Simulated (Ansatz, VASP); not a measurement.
# WSe2: VASP beside Ansatz

```
CELL_PARAMETERS angstrom
3.26667 0.00000 0.00000
-1.63334 2.82902 0.00000
0.00000 0.00000 13.21444
ATOMIC_POSITIONS crystal
W 0.33333 0.66667 0.25000
W 0.66667 0.33333 0.75000
Se 0.66667 0.33333 0.37695
Se 0.66667 0.33333 0.12305
Se 0.33333 0.66667 0.87695
Se 0.33333 0.66667 0.62305
```

Change from the starting cell: epitaxial_xy strain -1.0%.

Alike in both runs: task single point; functional r2SCAN; k mesh 12 × 12 × 2; no spin polarisation.

|  | VASP | Ansatz |
| --- | --- | --- |
| version | VASP 6.6.1 | Ansatz 0.2.0 |
| potentials or method | VASP PAW PBE potentials, release 64 (W_sv, Se) | plane waves, PAW |
| plane-wave cutoff (eV) | 520 | 500 |
| occupations | gaussian, width 0.01 eV | fixed |
| valence electrons in the cell | 52 | 92 |

```tsv
	VASP	Ansatz	Ansatz less VASP
gap on the k mesh at the Fermi level (eV)	1.20	1.20	+0.004
pressure (GPa)	3.4	3.0	-0.36
traceless stress, the component that is largest in VASP (GPa)	-1.74	-1.78	-0.044
rms of the force components (eV/Å)	0.004	0.018	+0.0136
```

VASP's potentials were made for PBE, not for r2SCAN. Atom by atom the forces differ by 0.022 eV/Å (rms over components). VASP's potentials hold 52 valence electrons a cell and Ansatz's 92, so a difference there can come from the potentials and not from the codes.

Neither program's run includes spin-orbit coupling.
